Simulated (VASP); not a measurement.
Set up this calculation in VASP 6.6.1, as the native input.

| Item | Value |
| --- | --- |
| Task | single point |
| Functional | LDA |
| Potentials or basis | VASP PAW LDA potentials, release 64 (Cu) |
| Cutoff | 520 eV |
| k mesh | 17 × 17 × 10 |
| Occupations | fermi-dirac, width 0.1 eV |
| Spin | no spin polarisation |
| Dipole correction | no |
| Further INCAR settings | ALGO = Normal; EDIFF = 1e-06; NBANDS = 18 |

The structure of Cu lies in POSCAR:

```
Cu
1.0
    2.3422823001      0.0000000000      0.0000000000
   -1.1711411501      2.0284759747      0.0000000000
    0.0000000000      0.0000000000      3.8520523985
Cu
2
Direct
    0.3333333333      0.6666666667      0.2500000000
    0.6666666667      0.3333333333      0.7500000000
```

One way to write it, as run:

INCAR

```
SYSTEM = Cu
PREC = Accurate ; ENCUT = 520
EDIFF = 1E-6 ; ISMEAR = -1
SIGMA = 0.1 ; LREAL = .FALSE.
LASPH = .TRUE. ; NELM = 80
ALGO = Normal ; ISIF = 2
LWAVE = .FALSE. ; LCHARG = .FALSE.
NBANDS = 18
```

KPOINTS

```
Automatic mesh
0
G
  17 17 10
  0 0 0
```

Potentials or basis: VASP PAW LDA potentials, release 64 (Cu).

Run with:

```sh
$ cat potpaw_LDA.64/Cu/POTCAR > POTCAR
$ mpirun -np 1 vasp_std > vasp.out
```

Results of the run:

The pressure is 51.4 GPa. The band gap on the k mesh is zero (band 11 reaches 15.44 eV, above the bottom of band 12 at 8.61 eV).

Run time: 39 s on 1 thread of Intel Xeon 6975P-C (shared host), peak memory 0.16 GiB.
